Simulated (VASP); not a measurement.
Here is a VASP 6.6.1 calculation.

File INCAR:

```
PREC     = Accurate       # precision mode
ENCUT    = 520            # plane-wave cutoff, eV
EDIFF    = 1E-6           # SCF threshold, eV
ISMEAR   = 0              # smearing method
SIGMA    = 0.15           # smearing width, eV
LREAL    = Auto         
LASPH    = True           # aspherical terms in the spheres
NELM     = 80             # most SCF steps
ALGO     = Normal         # electronic algorithm
ISIF     = 2              # what is computed and relaxed
LWAVE    = False          # write WAVECAR
LCHARG   = False          # write CHGCAR
GGA      = PE             # functional
NBANDS   = 40             # bands
```

The input KPOINTS:

```
regular mesh
0
Gamma
  4 5 1
```

The input POSCAR:

```
Li
1.0
    6.9800000000      0.0000000000      0.0000000000
    3.4900000000      4.9356050000      0.0000000000
    0.0000000000      0.0000000000     19.4034080000
Li
17
Direct
   -0.2499999493      0.4999998987      0.0515372866
    0.2500000507      0.4999998987      0.0515372866
   -0.2500000000      1.0000000000      0.0515372866
    0.2500000000      1.0000000000      0.0515372866
   -0.0002017456      0.0004100814      0.1677481090
    0.5018356826     -0.0038163508      0.1734822563
    0.0025694975      0.4976097155      0.1676889441
    0.4989895405      0.4988527242      0.1737118552
   -0.2347907786      0.5099064856      0.2939474859
    0.2407186954      0.4768892567      0.2954848963
   -0.2344606829      1.0101483000      0.2946574128
    0.2393222460      0.9801469121      0.2952447838
    0.0192826212     -0.0235626635      0.4307699967
    0.5055012759     -0.0116547009      0.4075175351
   -0.0003790820      0.4811452699      0.4300384242
    0.5158018508      0.4765464416      0.4064900352
    0.5122027453      0.7263990939      0.5308561259
```

Potentials or basis: VASP PAW PBE potentials, release 64 (Li_sv).

Command:

```sh
$ cat potpaw_PBE.64/Li_sv/POTCAR > POTCAR
$ mpirun -np 1 vasp_std > vasp.out
```

(1) What does it give for the largest force?

(2) Predict the band gap on the k mesh.

## Answers

(1) 0.028 eV/Å.

(2) zero (an odd number of electrons rules out a gap without spin polarisation).
